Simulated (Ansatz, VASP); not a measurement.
Two plane-wave programs on Na2S

File POSCAR:

```
Na2S
1.0
    0.0000000000      3.2554286299      3.2554286299
    3.2554286299      0.0000000000      3.2554286299
    3.2554286299      3.2554286299      0.0000000000
Na S
2 1
Direct
    0.2500000000      0.2500000000      0.2500000000
    0.7500000000      0.7500000000      0.7500000000
    0.0000000000      0.0000000000      0.0000000000
```

INCAR.step1

```
PREC = Accurate
ENCUT = 400
EDIFF = 1E-5
ISMEAR = 0
SIGMA = 0.01
LREAL = False
LASPH = True
NELM = 120
ALGO = Normal
ISIF = 2
LWAVE = True
GGA = PE
NBANDS = 17
GGA_COMPAT = False
```

The input INCAR.step2:

```
PREC = Accurate
ENCUT = 400
EDIFF = 1E-6
ISMEAR = 0
SIGMA = 0.01
LREAL = False
LASPH = True
NELM = 120
ALGO = Normal
ISIF = 2
LWAVE = False
LCHARG = True
GGA = PE
LHFCALC = True
AEXX = 0.35
HFSCREEN = 0.3
PRECFOCK = Normal
LELF = True
LVHAR = True
ISTART = 1
NBANDS = 17
GGA_COMPAT = False
```

The input KPOINTS:

```
Automatic mesh
0
Gamma
  4 4 4
```

Input for Ansatz:

```yaml
crystal:
  lattice:
    - [0.0, 3.2554286299, 3.2554286299]
    - [3.2554286299, 0.0, 3.2554286299]
    - [3.2554286299, 3.2554286299, 0.0]
  atoms:
    - { symbol: Na, position: [0.25, 0.25, 0.25] }
    - { symbol: Na, position: [0.75, 0.75, 0.75] }
    - { symbol: S, position: [0.0, 0.0, 0.0] }
kpoints:
  mp_grid: { grid: [4, 4, 4] }
hamiltonian:
  xc: { exchange: pbe, correlation: pbe, exx: { coeff: 0.35, omega: 0.3 } }
scf:
  occupations: { method: fixed }
  n_extra_bands: 4
output:
  forces: true
  stress: true
  eigenvalues: true
```

Alike in both runs: task single point; functional PBE-based screened hybrid; k mesh 4 × 4 × 4; no spin polarisation.

|  | VASP | Ansatz |
| --- | --- | --- |
| version | VASP 6.6.1 | Ansatz 0.2.0 |
| potentials or method | VASP PAW PBE potentials, release 64 (Na_pv, S) | plane waves |
| plane-wave cutoff (eV) | 400 | 420 |
| occupations | gaussian, width 0.01 eV | fixed |
| valence electrons in the cell | 20 | 24 |

Ansatz gave:

| Item | Value |
| --- | --- |
| gap on the k mesh at the Fermi level (eV) | 3.66 |
| pressure (GPa) | 0.0 |

Q: What did VASP give for the same quantities?

A: gap on the k mesh at the Fermi level (eV): 3.64; pressure (GPa): -0.2.

VASP's potentials were made for PBE, not for PBE-based screened hybrid. VASP's potentials hold 20 valence electrons a cell and Ansatz's 24, so a difference there can come from the potentials and not from the codes. Ansatz's warnings: stress exchange threshold loose, stress scf threshold loose.
